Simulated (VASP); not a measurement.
A run of VASP 6.6.1 is set up as follows.

Contents of INCAR:

```
SYSTEM = AlCu3
PREC = Accurate
ENCUT = 520
EDIFF = 1E-7
ISMEAR = 0
SIGMA = 0.15
LREAL = .FALSE.
LASPH = .TRUE.
NELM = 100
ALGO = Fast
ISIF = 2
LWAVE = .FALSE.
LCHARG = .FALSE.
GGA = PS
NBANDS = 26
```

The input KPOINTS:

```
regular mesh
0
G
  14 14 14
  0 0 0
```

Contents of POSCAR:

```
AlCu3
1.0
    3.6318704096      0.0000000000      0.0000000000
    0.0000000000      3.6318704096      0.0000000000
    0.0000000000      0.0000000000      3.6318704096
Al Cu
1 3
Direct
   -0.0103252583      0.0000000000      0.0000000000
    0.5000000000      0.5000000000      0.0000000000
    0.5000000000      0.0000000000      0.5000000000
    0.0000000000      0.5000000000      0.5000000000
```

Potentials or basis: VASP PAW PBE potentials, release 64 (Al, Cu).

Run with:

```bash
$ cat potpaw_PBE.64/Al/POTCAR potpaw_PBE.64/Cu/POTCAR > POTCAR
$ mpirun -np 1 vasp_std > vasp.out
```

Question: Predict the largest force.

Answer: 0.276 eV/Å.

Question: Predict the pressure.

Answer: 0.6 GPa.

Question: Estimate the band gap on the k mesh.

Answer: Zero (bands 18 and 19 overlap by 5.64 eV).

Forces on the atoms (eV/Å):
```
Al   0.276  0.000  0.000
Cu  -0.132  0.000  0.000
Cu  -0.132  0.000  0.000
Cu  -0.011  0.000  0.000
```

Caveat: the cell differs from its parent crystal (atom 1 (Al) moved +0.037 Å towards its neighbour atom 1 (Al) at 3.632 Å); the PAW data sets were made with another functional, which shifts forces and pressure a little.
